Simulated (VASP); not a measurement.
CsMg7: density of states with PBE

The system is CsMg7.

```xyz
8
Lattice="7.0154 0.0000 0.0000 -3.5077 6.0755 0.0000 0.0000 0.0000 5.4459" Properties=species:S:1:pos:R:3 pbc="T T T"
Cs    0.0000    0.0000    0.0000
Mg   -1.7154    3.0600    0.0000
Mg    1.7154    3.0600    0.0000
Mg    0.0000    6.0312    0.0000
Mg    0.0000    2.2353    2.7229
Mg   -1.5719    4.9579    2.7229
Mg    1.5719    4.9579    2.7229
Mg    3.5077    2.0252    2.7229
```

```
Program                 : VASP 6.6.1
Task                    : density of states
Functional              : PBE
Potentials or basis     : VASP PAW PBE potentials, release 64 (Cs_sv, Mg)
Cutoff                  : 520 eV
k mesh                  : 4 × 4 × 4
Occupations             : fermi-dirac, width 0.1 eV
Spin                    : no spin polarisation
Dipole correction       : no
k mesh for the DOS      : 6 × 6 × 6
Occupations for the DOS : tetrahedron
Further INCAR settings  : ALGO = Normal; EDIFF = 1e-07; NBANDS = 22
```

```yaml
Valence_electrons_inside_the_program's_atomic_spheres: Cs 6.62; Mg 0.33, 0.34, 0.30
```

Levels at points of the mesh, in eV from the Fermi level:
```csv
k point,band 9,band 10,band 11,band 12,band 13,band 14,band 15,band 16
"(0.00, 0.00, 0.00)",-1.50,-0.81,-0.68,-0.68,0.07,1.55,1.55,2.35
"(0.50, 0.00, 0.00)",-0.69,-0.17,0.07,0.24,0.35,0.87,0.96,1.44
"(0.00, 0.00, 0.50)",-1.28,-1.28,-1.07,-0.98,-0.91,-0.91,0.77,1.07
"(0.50, 0.00, 0.50)",-2.08,-0.94,-0.89,-0.70,0.93,1.43,1.60,2.23
```

It took 2.7 min on 1 thread of AMD EPYC 7R13 Processor (Zen 3) (shared host), peak memory 0.35 GiB.

Caveat: spin-orbit coupling is left out, which moves the levels of the heavy elements.
